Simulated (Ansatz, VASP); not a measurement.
**MgS in VASP and in Ansatz**

POSCAR

```
MgS
1.0
    0.0000000000      2.6474536371      2.6474536371
    2.6474536371      0.0000000000      2.6474536371
    2.6474536371      2.6474536371      0.0000000000
S Mg
1 1
Direct
    0.2500000000      0.2500000000      0.2500000000
    0.0000000000      0.0000000000      0.0000000000
```

The input INCAR.step1:

```
SYSTEM = MgS
ALGO = Normal
EDIFF = 1E-5
ENCUT = 520
GGA = PE
ISIF = 2
ISMEAR = 0
LASPH = .True.
LREAL = .False.
LWAVE = .True.
NBANDS = 11
NELM = 60
PREC = Accurate
SIGMA = 0.05
```

File INCAR.step2:

```
SYSTEM = MgS
AEXX = 0.25
ALGO = Normal
EDIFF = 1E-6
ENCUT = 520
GGA = PE
ISIF = 2
ISMEAR = 0
ISTART = 1
LASPH = .True.
LCHARG = .True.
LELF = .True.
LHFCALC = .True.
LREAL = .False.
LVHAR = .True.
LWAVE = .False.
NBANDS = 11
NELM = 60
PREC = Accurate
PRECFOCK = Normal
SIGMA = 0.05
```

File KPOINTS:

```
k-points
0
Gamma
  6 6 6
  0 0 0
```

Contents of input.yaml:

```yaml
crystal:
  lattice:
    - [0.0, 2.6474536371, 2.6474536371]
    - [2.6474536371, 0.0, 2.6474536371]
    - [2.6474536371, 2.6474536371, 0.0]
  atoms:
    - { symbol: S, position: [0.25, 0.25, 0.25] }
    - { symbol: Mg, position: [0.0, 0.0, 0.0] }
hamiltonian:
  xc: pbe0
  pseudopotentials: { kind: paw, core: large }
kpoints:
  mp_grid: { grid: [6, 6, 6] }
scf:
  occupations: { method: gaussian, width: 0.05 }
output:
  forces: true
  stress: true
  eigenvalues: true
```

Alike in both runs: task single point; functional PBE0; k mesh 6 × 6 × 6; occupations gaussian, width 0.05 eV; no spin polarisation.

|  | VASP | Ansatz |
| --- | --- | --- |
| version | VASP 6.6.1 | Ansatz 0.2.0 |
| potentials or method | VASP PAW PBE potentials, release 64 (S, Mg) | Ansatz PAW |
| plane-wave cutoff (eV) | 520 | 420 |
| valence electrons in the cell | 8 | 16 |

VASP gave:

```
gap on the k mesh at the Fermi level (eV) : 5.36
least direct gap on the mesh (eV)         : 6.38
pressure (GPa)                            : 17.7
```

Problem. Estimate Ansatz's values.

Solution. gap on the k mesh at the Fermi level (eV): 5.35; least direct gap on the mesh (eV): 6.38; pressure (GPa): 17.9.

VASP's potentials hold 8 valence electrons a cell and Ansatz's 16, so a difference there can come from the potentials and not from the codes.
